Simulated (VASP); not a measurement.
Input of a VASP 6.6.1 run:

File INCAR:

```
PREC = Accurate
ENCUT = 600
EDIFF = 1E-6
ISMEAR = 0
SIGMA = 0.02
LREAL = F
LASPH = T
NELM = 80
ALGO = Normal
ISIF = 4
LWAVE = F
LCHARG = F
GGA = PE
IBRION = 2
NSW = 50
EDIFFG = -0.01
```

File KPOINTS:

```
regular mesh
0
Gamma
  9 9 6
```

The input POSCAR:

```
AlN
1.0
    3.0986247638      0.0000000000      0.0000000000
   -1.5493123819      2.6834877622      0.0000000000
    0.0000000000      0.0000000000      4.9672704891
Al N
2 2
Direct
    0.3333333333      0.6666666667     -0.0007713538
    0.6666666667      0.3333333333      0.4992286462
    0.3333333333      0.6666666667      0.3807713538
    0.6666666667      0.3333333333      0.8807713538
```

Potentials or basis: VASP PAW PBE potentials, release 64 (Al, N).

Launch:

```console
$ cat potpaw_PBE.64/Al/POTCAR potpaw_PBE.64/N/POTCAR > POTCAR
$ mpirun -np 1 vasp_std > vasp.out
```

Question: Estimate the band gap on the k mesh.

Answer: 4.30 eV, direct.

Final structure:
```xyz
4
Lattice="3.1004 0.0000 0.0000 -1.5502 2.6851 0.0000 0.0000 0.0000 4.9614" Properties=species:S:1:pos:R:3 pbc="T T T"
Al    0.0000    1.7900    4.9564
Al    1.5502    0.8950    2.4756
N     0.0000    1.7900    1.8904
N     1.5502    0.8950    4.3712
```

 A k mesh can miss the band edges.
